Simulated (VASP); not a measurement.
A run of VASP 6.6.1 is set up as follows.

POSCAR

```
Mo
1.0
    2.7488179334      0.0000000000      0.0000000000
   -1.3744089667      2.3805461607      0.0000000000
    0.0000000000      0.0000000000      2.5719090449
Mo
1
Direct
    0.0000000000      0.0000000000      0.5000000000
```

The input INCAR.step1:

```
SYSTEM = Mo
  PREC = Accurate
  ENCUT = 520
  ISMEAR = 0
  SIGMA = 0.15
  LREAL = .False.
  LASPH = .True.
  NELM = 80
  NBANDS = 13
  GGA = PE
  ALGO = Normal
  EDIFF = 1E-4
  LWAVE = .True.
  LCHARG = .False.
```

File INCAR.step2:

```
SYSTEM = Mo
  PREC = Accurate
  ENCUT = 520
  EDIFF = 1E-6
  ISMEAR = 0
  SIGMA = 0.15
  LREAL = .False.
  LASPH = .True.
  NELM = 80
  ALGO = Normal
  ISIF = 2
  LWAVE = .False.
  LCHARG = .True.
  METAGGA = R2SCAN
  LMIXTAU = .True.
  LELF = .True.
  LVHAR = .True.
  NBANDS = 13
  ISTART = 1
```

The input KPOINTS:

```
regular mesh
0
Gamma
  24 24 24
  0 0 0
```

Potentials or basis: VASP PAW PBE potentials, release 64 (Mo_sv).

Launch:

```sh
$ cat potpaw_PBE.64/Mo_sv/POTCAR > POTCAR
$ cp INCAR.step1 INCAR
$ mpirun -np 1 vasp_std > vasp.out
$ cp INCAR.step2 INCAR
$ mpirun -np 1 vasp_std > vasp.out
```

Task: Predict the pressure.

Result: -2.0 GPa.

Task: Estimate the band gap on the k mesh.

Result: Zero (band 7 reaches 12.25 eV, above the bottom of band 8 at 10.40 eV).

Stress tensor (GPa, compression positive):
```
 0.09  0.00  0.00
 0.00  0.09  0.00
 0.00  0.00 -6.08
```

Caveat: the cell differs from its parent crystal (strain +0.000 along x and y, +0.015 along z); the PAW data sets were made with another functional, which shifts forces and pressure a little.
